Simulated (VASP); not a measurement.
# MgO (Fm-3m) in VASP: a series of runs

The runs below take MgO through single point, relaxation of cell and atoms, with r2SCAN, PBE.

Everything below comes from runs of VASP 6.6.1. Logs are shortened: lines on timing, memory, paths and dates and some standing lists are left out, and cuts for length are marked.

### Step 1. The cell of the first run

The structure is cubic, space group Fm-3m (No. 225). Conventional cell: a = 4.204 Å, b = 4.204 Å, c = 4.204 Å, α = 90.00°, β = 90.00°, γ = 90.00°. Mg (site symmetry m-3m) has 6 O at 2.10 Å within 2.8 Å. Within 2.8 Å of O (site symmetry m-3m) lie 6 Mg at 2.10 Å.

### Step 2. Single point, r2SCAN

Input file POSCAR:

```
MgO
1.0
    0.0000000000      2.1021674168      2.1021674168
    2.1021674168      0.0000000000      2.1021674168
    2.1021674168      2.1021674168      0.0000000000
Mg O
1 1
Direct
    0.0000000000      0.0000000000      0.0000000000
    0.5000000000      0.5000000000      0.5000000000
```

Input file INCAR.step1:

```
SYSTEM = MgO
ALGO = Normal
EDIFF = 1E-4
ENCUT = 520
GGA = PE
ISMEAR = -1
LASPH = .TRUE.
LCHARG = .FALSE.
LREAL = .FALSE.
LWAVE = .TRUE.
NBANDS = 11
NELM = 60
PREC = Accurate
SIGMA = 0.02
```

Input file INCAR.step2:

```
SYSTEM = MgO
ALGO = Normal
EDIFF = 1E-6
ENCUT = 520
ISIF = 2
ISMEAR = -1
ISTART = 1
LASPH = .TRUE.
LCHARG = .FALSE.
LMIXTAU = .TRUE.
LREAL = .FALSE.
LWAVE = .FALSE.
METAGGA = R2SCAN
NBANDS = 11
NELM = 60
PREC = Accurate
SIGMA = 0.02
```

Input file KPOINTS:

```
k-points
0
G
  10 10 10
  0 0 0
```

Potentials or basis: VASP PAW PBE potentials, release 64 (Mg, O).

Launch:

```bash
$ cat potpaw_PBE.64/Mg/POTCAR potpaw_PBE.64/O/POTCAR > POTCAR
$ cp INCAR.step1 INCAR
$ mpirun -np 1 vasp_std > vasp.out
$ cp INCAR.step2 INCAR
$ mpirun -np 1 vasp_std > vasp.out
```

OUTCAR:

```text
SYSTEM = MgO
   EDIFF = 1E-6
   ENCUT = 520
   ISIF = 2
   ISMEAR = -1
   ISTART = 1
   LASPH = .TRUE.
   LREAL = .FALSE.
   METAGGA = R2SCAN
   NELM = 60
   PREC = Accurate

 ion  position               nearest neighbor table
   1  0.000  0.000  0.000-   2 2.10   2 2.10   2 2.10   2 2.10   2 2.10   2 2.10
   2  0.500  0.500  0.500-   1 2.10   1 2.10   1 2.10   1 2.10   1 2.10   1 2.10

  LATTYP: Found a face centered cubic cell.
 ALAT       =     4.2043348336

  Lattice vectors:

 A1 = (   0.0000000000,   2.1021674168,   2.1021674168)
 A2 = (   2.1021674168,   0.0000000000,   2.1021674168)
 A3 = (   2.1021674168,   2.1021674168,   0.0000000000)

Analysis of symmetry for initial positions (statically):
=====================================================================
 Subroutine PRICEL returns:
 Original cell was already a primitive cell.

 Routine SETGRP: Setting up the symmetry group for a
 face centered cubic supercell.

 Subroutine GETGRP returns: Found 48 space group operations
 (whereof 48 operations were pure point group operations)
 out of a pool of 48 trial point group operations.

The static configuration has the point symmetry O_h .

Analysis of symmetry for dynamics (positions and initial velocities):
=====================================================================
 Subroutine PRICEL returns:
 Original cell was already a primitive cell.

 Routine SETGRP: Setting up the symmetry group for a
 face centered cubic supercell.

 Subroutine GETGRP returns: Found 48 space group operations
 (whereof 48 operations were pure point group operations)
 out of a pool of 48 trial point group operations.

The dynamic configuration has the point symmetry O_h .

 Subroutine INISYM returns: Found 48 space group operations
 (whereof 48 operations are pure point group operations),
 and found     1 'primitive' translations

----------------------------------------------------------------------------------------

                                     Primitive cell

  volume of cell :      18.5794

  direct lattice vectors                    reciprocal lattice vectors
     0.000000000  2.102167417  2.102167417    -0.237849753  0.237849753  0.237849753
     2.102167417  0.000000000  2.102167417     0.237849753 -0.237849753  0.237849753
     2.102167417  2.102167417  0.000000000     0.237849753  0.237849753 -0.237849753

  length of vectors
     2.972913671  2.972913671  2.972913671     0.411967856  0.411967856  0.411967856

  position of ions in fractional coordinates (direct lattice)
     0.000000000  0.000000000  0.000000000
     0.500000000  0.500000000  0.500000000

  ion indices of the primitive-cell ions
   primitive index   ion index
                 1           1
                 2           2

----------------------------------------------------------------------------------------

 KPOINTS: k-points

Automatic generation of k-mesh.
 Grid dimensions read from file:
 generate k-points for:   10   10   10

 Generating k-lattice:

  Cartesian coordinates                     Fractional coordinates (reciprocal lattice)
    -0.023784975  0.023784975  0.023784975     0.100000000  0.000000000  0.000000000
     0.023784975 -0.023784975  0.023784975     0.000000000  0.100000000  0.000000000
     0.023784975  0.023784975 -0.023784975     0.000000000  0.000000000  0.100000000

  Length of vectors
     0.041196786  0.041196786  0.041196786

  Shift w.r.t. Gamma in fractional coordinates (k-lattice)
     0.000000000  0.000000000  0.000000000

 Subroutine IBZKPT returns following result:
 ===========================================

 Found     47 irreducible k-points:

 Following reciprocal coordinates:
            Coordinates               Weight
  0.000000  0.000000  0.000000      1.000000
  0.100000  0.000000  0.000000      8.000000
  0.200000  0.000000  0.000000      8.000000
  0.300000  0.000000  0.000000      8.000000
  0.400000  0.000000  0.000000      8.000000
  0.500000  0.000000  0.000000      4.000000
[... 16 lines left out ...]
  0.300000  0.300000  0.000000      6.000000
  0.400000  0.300000  0.000000     24.000000
 [... further k-points ...]
   k-points           NKPTS =     47   k-points in BZ     NKDIM =     47   number of bands    NBANDS=     11
   number of dos      NEDOS =    301   number of ions     NIONS =      2
   total plane-waves  NPLWV =  13824
   dimension x,y,z NGX =    24 NGY =   24 NGZ =   24
   dimension x,y,z NGXF=    48 NGYF=   48 NGZF=   48
   ions per type =               1   1
   NGX,Y,Z   is equivalent  to a cutoff of  13.42, 13.42, 13.42 a.u.
   NGXF,Y,Z  is equivalent  to a cutoff of  26.84, 26.84, 26.84 a.u.
 SYSTEM =  MgO
   PREC   = accura    normal or accurate (medium, high low for compatibility)
   ISTART =      1    job   : 0-new  1-cont  2-samecut
   ICHARG =      0    charge: 1-file 2-atom 10-const
   ISPIN  =      1    spin polarized calculation?
   LNONCOLLINEAR =      F non collinear calculations
   LSORBIT =      F    spin-orbit coupling
   LASPH  =      T    aspherical Exc in radial PAW
   ENCUT  =  520.0 eV  38.22 Ry    6.18 a.u.   5.53  5.53  5.53*2*pi/ulx,y,z
   NELM   =     60;   NELMIN=  2; NELMDL=  0     # of ELM steps
   EDIFF  = 0.1E-05   stopping-criterion for ELM
   LREAL  =      F    real-space projection
   EDIFFG = 0.1E-04   stopping-criterion for IOM
   NSW    =      0    number of steps for IOM
   IBRION =     -1    ionic relax: 0-MD 1-quasi-New 2-CG
   NFREE  =      0    steps in history (QN), initial steepest desc. (CG)
   ISIF   =      2    stress and relaxation
   ISYM   =      2    0-nonsym 1-usesym 2-fastsym
   POTIM  = 0.5000    time-step for ionic-motion
   TEBEG  =    0.0;   TEEND  =   0.0 temperature during run
   PSTRESS=    0.0 pullay stress
   NELECT =       8.0000    total number of electrons
   NUPDOWN=      -1.0000    fix difference up-down
   EMIN   =  10.00;   EMAX   =-10.00  energy-range for DOS
   EFERMI =   0.00;   METHOD = LEGACY
   ISMEAR =    -1;   SIGMA  =   0.02  broadening in eV -4-tet -1-fermi 0-gaus
   EFERMI_NEDOS =   21; number of points for ismear=-14 and -15
   IALGO  =     38    algorithm
   IMIX   =      4    mixing-type and parameters
     AMIX     =   0.40;   BMIX     =  1.00
     AMIX_MAG =   1.60;   BMIX_MAG =  1.00
  volume/ion in A,a.u.               =       9.29        62.69
  Fermi-wavevector in a.u.,A,eV,Ry     =   1.236216  2.336109 20.792816  1.528229
  Thomas-Fermi vector in A             =   2.370833
   LORBIT       =      0    0 simple, 1 ext, 2 COOP (PROOUT), +10 PAW based schemes
   METAGGA = R2SCAN    functional components
   LHFCALC =     F    Hartree Fock is set to
   AEXX    =    0.0000 exact exchange contribution
   IVDW    =     0    specifies the selected vdW correction
   LEPSILON=     F    determine dielectric tensor
   LRPA    =     F    only Hartree local field effects (RPA)
 non-spin polarized calculation
  energy-cutoff  :      520.00
  volume of cell :       18.58
 maximum number of plane-waves:       531
 NGX is ok and might be reduce to    24
   NGX = 11   NGY = 11   NGZ = 11

 number of electron       8.0000004 magnetization

 Free energy of the ion-electron system (eV)
  ---------------------------------------------------
  ext. energy  EPLUGINS =         0.00000000
  ---------------------------------------------------
  free energy    TOTEN  =       -16.16111232 eV

  energy without entropy =      -16.16111232  energy(sigma->0) =      -16.16111232

 E-fermi :   3.3055     XC(G=0): -11.6234

 val. band max:        2.8163872923   @ k =   0.0000   0.0000   0.0000
 cond. band min:       8.4763525073   @ k =   0.0000   0.0000   0.0000
 fundamental gap:      5.6599652150
 Fermi energy:         3.3055419351

 k-point     1 :       0.0000    0.0000    0.0000
  band No.  band energies     occupation
      1     -15.4125      2.00000
      2       2.8164      2.00000
      3       2.8164      2.00000
      4       2.8164      2.00000
      5       8.4764      0.00000
      6      19.6823      0.00000
      7      19.6823      0.00000
      8      19.6823      0.00000
      9      23.8436      0.00000
     10      25.6170      0.00000
     11      25.6170      0.00000

 k-point     2 :       0.1000    0.0000    0.0000
  band No.  band energies     occupation
      1     -15.3074      2.00000
      2       2.1863      2.00000
      3       2.7464      2.00000
      4       2.7464      2.00000
      5       9.0912      0.00000
      6      18.4388      0.00000
      7      19.9369      0.00000
      8      19.9369      0.00000
      9      24.9060      0.00000
     10      24.9060      0.00000
     11      25.5460      0.00000

 k-point     3 :       0.2000    0.0000    0.0000
  band No.  band energies     occupation
      1     -15.0197      2.00000
      2       0.8652      2.00000
      3       2.5687      2.00000
      4       2.5688      2.00000
      5      10.3041      0.00000
      6      16.9304      0.00000
      7      20.4601      0.00000
      8      20.4601      0.00000
      9      24.2110      0.00000
     10      24.2110      0.00000
     11      26.6340      0.00000

 k-point     4 :       0.3000    0.0000    0.0000
  band No.  band energies     occupation
      1     -14.6338      2.00000
      2      -0.4764      2.00000
      3       2.3596      2.00000
      4       2.3596      2.00000
      5      11.2604      0.00000
      6      16.2950      0.00000
      7      20.6133      0.00000
      8      20.6133      0.00000
      9      24.6889      0.00000
     10      24.6889      0.00000
     11      26.0464      0.00000
[... 239 lines left out ...]
 k-point    22 :      -0.2000    0.2000    0.0000
  band No.  band energies     occupation
      1     -14.5194      2.00000
      2      -0.2783      2.00000
      3       1.4667      2.00000
      4       2.3538      2.00000
      5      12.2571      0.00000
      6      15.7760      0.00000
      7      19.1616      0.00000
      8      21.8972      0.00000
      9      22.4546      0.00000
     10      25.6233      0.00000
     11      29.2980      0.00000

 k-point    23 :       0.3000    0.3000    0.0000
  band No.  band energies     occupation
      1     -14.4357      2.00000
      2      -0.3429      2.00000
      3       1.8569      2.00000
      4       1.8569      2.00000
      5      12.7127      0.00000
      6      14.2051      0.00000
      7      18.4921      0.00000
      8      22.0809      0.00000
      9      22.0809      0.00000
     10      28.3674      0.00000
     11      31.8979      0.00000

 k-point    24 :       0.4000    0.3000    0.0000
  band No.  band energies     occupation
      1     -14.1943      2.00000
      2      -0.7795      2.00000
      3       1.4898      2.00000
      4       1.7049      2.00000
      5      13.4484      0.00000
      6      13.9803      0.00000
      7      17.6492      0.00000
      8      22.3626      0.00000
      9      22.5861      0.00000
     10      29.1718      0.00000
     11      31.4075      0.00000

 [... further k-points ...]

------------------------ aborting loop because EDIFF is reached ----------------------------------------

  FORCE on cell =-STRESS in cart. coord.  units (eV):
  Direction    XX          YY          ZZ          XY          YZ          ZX
  --------------------------------------------------------------------------------------
  -------------------------------------------------------------------------------------
  Total       -0.1318515     -0.1318515     -0.1318515     -0.0000000      0.0000000      0.0000000
  in kB      -11.3700881    -11.3700881    -11.3700881     -0.0000000      0.0000000      0.0000000
  external PRESSURE =     -11.3700881 kB  Pullay stress =       0.0000000 kB

 VOLUME and BASIS-vectors are now :
 -----------------------------------------------------------------------------
  energy-cutoff  :      520.00
  volume of cell :       18.58
      direct lattice vectors                 reciprocal lattice vectors
     0.000000000  2.102167417  2.102167417    -0.237849753  0.237849753  0.237849753
     2.102167417  0.000000000  2.102167417     0.237849753 -0.237849753  0.237849753
     2.102167417  2.102167417  0.000000000     0.237849753  0.237849753 -0.237849753

 POSITION                                       TOTAL-FORCE (eV/Angst)
 -----------------------------------------------------------------------------------
      0.00000      0.00000      0.00000        -0.000000     -0.000000     -0.000000
      2.10217      2.10217      2.10217         0.000000      0.000000      0.000000
 -----------------------------------------------------------------------------------
    total drift:                               -0.000000     -0.000000      0.000000

  FREE ENERGIE OF THE ION-ELECTRON SYSTEM (eV)
  ---------------------------------------------------
  free  energy   TOTEN  =       -16.1611123198 eV

  energy  without entropy=      -16.1611123198  energy(sigma->0) =      -16.16111232
```

Wall time 43 s (1 thread of AMD EPYC 9R45 (Zen 5), shared host); peak memory 0.11 GiB.

What came out:

- Free energy: -16.1611 eV
- Pressure: -1.1 GPa
- Band gap on the k mesh: 5.66 eV, direct

Levels at points of the mesh, in eV from the valence-band top:
```csv
k point,band 1,band 2,band 3,band 4,band 5,band 6,band 7,band 8,band 9
"(0.00, 0.00, 0.00)",-18.23,0.00,0.00,0.00,5.66,16.87,16.87,16.87,21.03
"(0.50, 0.00, 0.00)",-16.97,-4.64,-0.68,-0.68,8.84,13.87,17.48,17.48,22.46
"(0.50, 0.50, 0.00)",-16.72,-4.12,-1.38,-1.38,10.04,11.12,14.35,20.46,20.46
```

Caveat: the PAW data sets were made with another functional, which shifts forces and pressure a little.

### Step 3. Single point, r2SCAN

POSCAR is that of step 2.

Input file INCAR.step1:

```
PREC = Accurate ; ENCUT = 520
ISMEAR = 0 ; SIGMA = 0.01
LREAL = F ; LASPH = T
NELM = 100 ; NBANDS = 11
GGA = PE ; ALGO = Normal
EDIFF = 1E-4 ; LWAVE = T
LCHARG = F
```

Input file INCAR.step2:

```
PREC = Accurate ; ENCUT = 520
EDIFF = 1E-7 ; ISMEAR = 0
SIGMA = 0.01 ; LREAL = F
LASPH = T ; NELM = 100
ALGO = Normal ; ISIF = 2
LWAVE = F ; LCHARG = F
METAGGA = R2SCAN ; LMIXTAU = T
NBANDS = 11 ; ISTART = 1
```

Input file KPOINTS:

```
Automatic mesh
0
Gamma
  10 10 10
```

Potentials or basis: VASP PAW PBE potentials, release 64 (Mg, O).

Launch:

```bash
$ cat potpaw_PBE.64/Mg/POTCAR potpaw_PBE.64/O/POTCAR > POTCAR
$ cp INCAR.step1 INCAR
$ mpirun -np 1 vasp_std > vasp.out
$ cp INCAR.step2 INCAR
$ mpirun -np 1 vasp_std > vasp.out
```

Run time: 53 s. Hardware: 1 thread of AMD EPYC 9R45 (Zen 5), shared host; peak memory 0.11 GiB.

The run converged. Its results:

| Property | Result |
| --- | --- |
| Free energy | -16.1611 eV |
| Pressure | -1.1 GPa |
| Band gap on the k mesh | 5.66 eV, direct |

Levels at points of the mesh, in eV from the valence-band top:
| k point | band 2 | band 3 | band 4 | band 5 | band 6 | band 7 |
| --- | --- | --- | --- | --- | --- | --- |
| (0.00, 0.00, 0.00) | 0.00 | 0.00 | 0.00 | 5.66 | 16.87 | 16.87 |
| (0.50, 0.00, 0.00) | -4.64 | -0.68 | -0.68 | 8.84 | 13.87 | 17.48 |
| (0.50, 0.50, 0.00) | -4.12 | -1.38 | -1.38 | 10.04 | 11.12 | 14.35 |

Caveat: the PAW data sets were made with another functional, which shifts forces and pressure a little. r2SCAN opens gaps a little over a GGA but as a rule still falls short of measured ones.

### Step 4. Relaxation of cell and atoms, PBE

This run uses another cell than the first one, of 8.12 Å³/atom, 0.874 times its volume.

Input file INCAR:

```
  ALGO = Normal
  EDIFF = 1E-6
  EDIFFG = -0.005
  ENCUT = 600
  GGA = PE
  IBRION = 2
  ISIF = 3
  ISMEAR = -1
  LASPH = T
  LCHARG = F
  LREAL = F
  LWAVE = F
  NELM = 60
  NSW = 80
  PREC = Accurate
  SIGMA = 0.02
```

Input file KPOINTS:

```
k-points
0
Gamma
  10 10 10
```

Input file POSCAR:

```
MgO
1.0
    0.0000000000      2.0097810000      2.0097810000
    2.0097810000      0.0000000000      2.0097810000
    2.0097810000      2.0097810000      0.0000000000
Mg O
1 1
Direct
    0.0000000000      0.0000000000      0.0000000000
    0.5000000000      0.5000000000      0.5000000000
```

Launch:

```bash
$ cat potpaw_PBE.64/Mg/POTCAR potpaw_PBE.64/O/POTCAR > POTCAR
$ mpirun -np 1 vasp_std > vasp.out
```

It took 22 s on 1 thread of AMD EPYC 9R45 (Zen 5), shared host; peak memory 0.11 GiB.

Results (log left out):

```
Free energy                            : -11.9091 eV
Relaxed volume                         : 9.57 Å³/atom
Relaxed cell                           : a = 3.002 Å, b = 3.002 Å, c = 3.002 Å, α = 60.00°, β = 60.00°, γ = 60.00°
Space group after relaxing (to 0.05 Å) : Fm-3m (No. 225)
Energy gained by relaxing              : 138.1 meV/atom
Ionic steps                            : 5
Pressure after relaxing                : 0.1 GPa
Band gap on the k mesh                 : 4.50 eV, direct
```

The path:
| step | energy change (eV) | largest force (eV/Å) | pressure (GPa) | volume (Å³) |
| --- | --- | --- | --- | --- |
| 1 | 0.0000 | 0.0000 | 35.07 | 16.24 |
| 2 | -0.2188 | 0.0000 | -10.52 | 20.78 |
| 3 | -0.2761 | 0.0000 | 0.13 | 19.13 |
| 4 | -0.2761 | 0.0000 | -0.35 | 19.19 |
| 5 | -0.2762 | 0.0000 | 0.08 | 19.14 |

Final structure:
```xyz
2
Lattice="0.0000 2.1230 2.1230 2.1230 0.0000 2.1230 2.1230 2.1230 0.0000" Properties=species:S:1:pos:R:3 pbc="T T T"
Mg    0.0000    2.1230    2.1230
O     2.1230    2.1230    2.1230
```

Levels at points of the mesh, in eV from the valence-band top:
```
           k point  band 1  band 2  band 3  band 4  band 5  band 6  band 7  band 8
(0.00, 0.00, 0.00)  -17.14    0.00    0.00    0.00    4.50   15.66   15.66   15.66
(0.50, 0.00, 0.00)  -15.92   -4.51   -0.63   -0.63    7.75   12.33   16.06   16.06
(0.50, 0.50, 0.00)  -15.67   -3.99   -1.31   -1.31    9.09    9.71   12.85   18.61
```

Caveat: the volume moved by over 15 % at a fixed basis, so the end points are rough.

### Step 5. The runs side by side

| task | level | cell | cutoff (eV) | smearing | gap on the mesh (eV) | pressure (GPa) |
| --- | --- | --- | --- | --- | --- | --- |
| single point | r2SCAN | a = 2.973 Å, angles 60.0°, 2 atoms | 520 | fermi-dirac 0.02 eV | 5.66 | -1.1 |
| single point | r2SCAN | a = 2.973 Å, angles 60.0°, 2 atoms | 520 | gaussian 0.01 eV | 5.66 | -1.1 |
| relaxation of cell and atoms | PBE | relaxed from a = 2.842 Å, angles 60.0°, 2 atoms | 600 | fermi-dirac 0.02 eV | 4.50 | 0.1 |

Alike in all rows: potentials or basis VASP PAW PBE potentials, release 64 (Mg, O); no spin polarisation; k mesh 10 × 10 × 10.

Caveats: the PAW data sets were made with another functional, which shifts forces and pressure a little (some runs); the volume moved by over 15 % at a fixed basis, so the end points are rough (some runs).

Absolute energies hang on the potentials; compare differences alone.
